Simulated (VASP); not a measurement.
# Yb (P6_3/mmc) in VASP: single point with PBEsol

Aim: the single point of Yb with PBEsol.

All numbers are computed with VASP 6.6.1; they aren't measurements. Logs are shortened: lines on timing, memory, paths and dates and some standing lists are left out, and cuts for length are marked.

## Step 1: The cell of the first run

The structure is hexagonal, space group P6_3/mmc (No. 194). The conventional cell has a = 3.584 Å, b = 3.584 Å, c = 11.699 Å, α = 90.00°, β = 90.00°, γ = 120.00°. Yb (site symmetry -3m) has 12 Yb at 3.58 Å within 4.7 Å. Within 4.7 Å of Yb (site symmetry -6m2) lie 12 Yb at 3.58 Å.

This isn't the form of Yb at room conditions, which is fcc.

## Step 2: Single point, PBEsol

File INCAR:

```
  ALGO = All
  EDIFF = 1E-6
  ENCUT = 690
  GGA = PS
  GGA_COMPAT = F
  ISEARCH = 1
  ISIF = 2
  ISMEAR = -1
  KPAR = 4
  LASPH = T
  LCHARG = F
  LMAXMIX = 6
  LREAL = F
  LWAVE = F
  NBANDS = 56
  NELM = 300
  PREC = Accurate
  SIGMA = 0.1
```

File KPOINTS:

```
k-points
0
Gamma
  9 9 3
```

File POSCAR:

```
Yb
1.0
    3.5837965759      0.0000000000      0.0000000000
   -1.7918982879      3.1036588767      0.0000000000
    0.0000000000      0.0000000000     11.6992609878
Yb
4
Direct
    1.0000000000      0.0000000000      1.0000000000
    0.0000000000      0.0000000000      0.5000000000
    0.3333333333      0.6666666667      0.2500000000
    0.6666666667      0.3333333333      0.7500000000
```

Potentials or basis: VASP PAW PBE potentials, release 64 (Yb).

On the command line:

```console
> cat potpaw_PBE.64/Yb/POTCAR > POTCAR
> mpirun -np 4 vasp_std > vasp.out
```

OUTCAR:

```text
EDIFF = 1E-6
   ENCUT = 690
   GGA = PS
   ISIF = 2
   ISMEAR = -1
   LASPH = T
   LREAL = F
   NELM = 300
   PREC = Accurate

 ion  position               nearest neighbor table
   1  0.000  0.000  0.000-   3 3.58   4 3.58   3 3.58   4 3.58   4 3.58   3 3.58
   2  0.000  0.000  0.500-   3 3.58   4 3.58   3 3.58   4 3.58   4 3.58   3 3.58
   3  0.333  0.667  0.250-   1 3.58   2 3.58   1 3.58   2 3.58   1 3.58   2 3.58
   4  0.667  0.333  0.750-   1 3.58   2 3.58   1 3.58   2 3.58   1 3.58   2 3.58

  LATTYP: Found a hexagonal cell.
 ALAT       =     3.5837965759
 C/A-ratio  =     3.2644880199

  Lattice vectors:

 A1 = (   3.5837965759,   0.0000000000,   0.0000000000)
 A2 = (  -1.7918982879,   3.1036588767,   0.0000000000)
 A3 = (   0.0000000000,   0.0000000000,  11.6992609878)

Analysis of symmetry for initial positions (statically):
=====================================================================
 Subroutine PRICEL returns:
 Original cell was already a primitive cell.

 Routine SETGRP: Setting up the symmetry group for a
 hexagonal supercell.

 Subroutine GETGRP returns: Found 24 space group operations
 (whereof 12 operations were pure point group operations)
 out of a pool of 24 trial point group operations.

The static configuration has the point symmetry D_3d.
 The point group associated with its full space group is D_6h.

Analysis of symmetry for dynamics (positions and initial velocities):
=====================================================================
 Subroutine PRICEL returns:
 Original cell was already a primitive cell.

 Routine SETGRP: Setting up the symmetry group for a
 hexagonal supercell.

 Subroutine GETGRP returns: Found 24 space group operations
 (whereof 12 operations were pure point group operations)
 out of a pool of 24 trial point group operations.

The dynamic configuration has the point symmetry D_3d.
 The point group associated with its full space group is D_6h.

 Subroutine INISYM returns: Found 24 space group operations
 (whereof 12 operations are pure point group operations),
 and found     1 'primitive' translations

[... 91 lines left out ...]
   ISPIN  =      1    spin polarized calculation?
   LNONCOLLINEAR =      F non collinear calculations
   LSORBIT =      F    spin-orbit coupling
   LASPH  =      T    aspherical Exc in radial PAW
   ENCUT  =  690.0 eV  50.71 Ry    7.12 a.u.   7.68  7.68 25.06*2*pi/ulx,y,z
   NELM   =    300;   NELMIN=  2; NELMDL= -5     # of ELM steps
   EDIFF  = 0.1E-05   stopping-criterion for ELM
   LREAL  =      F    real-space projection
   EDIFFG = 0.1E-04   stopping-criterion for IOM
   NSW    =      0    number of steps for IOM
   IBRION =     -1    ionic relax: 0-MD 1-quasi-New 2-CG
   NFREE  =      0    steps in history (QN), initial steepest desc. (CG)
   ISIF   =      2    stress and relaxation
   ISYM   =      2    0-nonsym 1-usesym 2-fastsym
   POTIM  = 0.5000    time-step for ionic-motion
   TEBEG  =    0.0;   TEEND  =   0.0 temperature during run
   PSTRESS=    0.0 pullay stress
   NELECT =      96.0000    total number of electrons
   NUPDOWN=      -1.0000    fix difference up-down
   EMIN   =  10.00;   EMAX   =-10.00  energy-range for DOS
   EFERMI =   0.00;   METHOD = LEGACY
   ISMEAR =    -1;   SIGMA  =   0.10  broadening in eV -4-tet -1-fermi 0-gaus
   EFERMI_NEDOS =   21; number of points for ismear=-14 and -15
   IALGO  =     58    algorithm
   IMIX   =      4    mixing-type and parameters
     AMIX     =   0.40;   BMIX     =  1.00
     AMIX_MAG =   1.60;   BMIX_MAG =  1.00
  volume/ion in A,a.u.               =      32.53       219.54
  Fermi-wavevector in a.u.,A,eV,Ry     =   1.479245  2.795367 29.771786  2.188165
  Thomas-Fermi vector in A             =   2.593426
   LORBIT       =      0    0 simple, 1 ext, 2 COOP (PROOUT), +10 PAW based schemes
   GGA     = PS    functional components
   LHFCALC =     F    Hartree Fock is set to
   AEXX    =    0.0000 exact exchange contribution
   IVDW    =     0    specifies the selected vdW correction
   LEPSILON=     F    determine dielectric tensor
   LRPA    =     F    only Hartree local field effects (RPA)
 non-spin polarized calculation
  energy-cutoff  :      690.00
  volume of cell :      130.13
 maximum number of plane-waves:      5409
 NGX is ok and might be reduce to    32
   NGX = 15   NGY = 15   NGZ = 51

 number of electron      95.9999998 magnetization

 Free energy of the ion-electron system (eV)
  ---------------------------------------------------
  ext. energy  EPLUGINS =         0.00000000
  ---------------------------------------------------
  free energy    TOTEN  =       -15.82614659 eV

  energy without entropy =      -15.45958914  energy(sigma->0) =      -15.64286786

 E-fermi :   1.7701     XC(G=0): -10.0261

 val. band max:        1.7662290895   @ k =   0.3333   0.3333   0.3333
 cond. band min:       1.7898849560   @ k =   0.3333   0.3333   0.3333
 fundamental gap:      0.0236558665
 Fermi energy:         1.7701080324

 k-point     1 :       0.0000    0.0000    0.0000
  band No.  band energies     occupation
      1     -49.9688      2.00000
      2     -49.9569      2.00000
      3     -49.9543      2.00000
      4     -49.9424      2.00000
      5     -22.5305      2.00000
      6     -22.3029      2.00000
[... 1405 lines left out ...]
     55       2.9801      0.00001
     56       3.2778      0.00000

------------------------ aborting loop because EDIFF is reached ----------------------------------------

  FORCE on cell =-STRESS in cart. coord.  units (eV):
  Direction    XX          YY          ZZ          XY          YZ          ZX
  --------------------------------------------------------------------------------------
  -------------------------------------------------------------------------------------
  Total       -0.2947079     -0.2947079     -0.3123913     -0.0000000      0.0000000      0.0000000
  in kB       -3.6284961     -3.6284961     -3.8462172     -0.0000000      0.0000000      0.0000000
  external PRESSURE =      -3.7010698 kB  Pullay stress =       0.0000000 kB

 VOLUME and BASIS-vectors are now :
 -----------------------------------------------------------------------------
  energy-cutoff  :      690.00
  volume of cell :      130.13
      direct lattice vectors                 reciprocal lattice vectors
     3.583796576  0.000000000  0.000000000     0.279033695  0.161100179  0.000000000
    -1.791898288  3.103658877  0.000000000     0.000000000  0.322200358  0.000000000
     0.000000000  0.000000000 11.699260988     0.000000000  0.000000000  0.085475484

 POSITION                                       TOTAL-FORCE (eV/Angst)
 -----------------------------------------------------------------------------------
      0.00000      0.00000      0.00000         0.000000      0.000000      0.000000
      0.00000      0.00000      5.84963         0.000000      0.000000      0.000000
     -0.00000      2.06911      2.92482         0.000000     -0.000000     -0.000000
      1.79190      1.03455      8.77445        -0.000000      0.000000      0.000000
 -----------------------------------------------------------------------------------
    total drift:                               -0.000000      0.000000     -0.000000

  FREE ENERGIE OF THE ION-ELECTRON SYSTEM (eV)
  ---------------------------------------------------
  free  energy   TOTEN  =       -15.8261465870 eV

  energy  without entropy=      -15.4595467667  energy(sigma->0) =      -15.64284668
```

It took 6.7 min on 4 MPI ranks of Intel Xeon Platinum 8375C at 2.90GHz (Ice Lake), shared host; peak memory 0.66 GiB.

Results:

| Item | Value |
| --- | --- |
| Free energy | -15.8261 eV |
| Pressure | -0.4 GPa |
| Band gap on the k mesh | zero (bands 48 and 49 overlap by 0.19 eV) |

Caveat: the PAW data sets were made with another functional, which shifts forces and pressure a little; spin-orbit coupling is left out, which moves the levels of the heavy elements.

The gap in the log of VASP goes by the Fermi energy; the results here count the filled bands.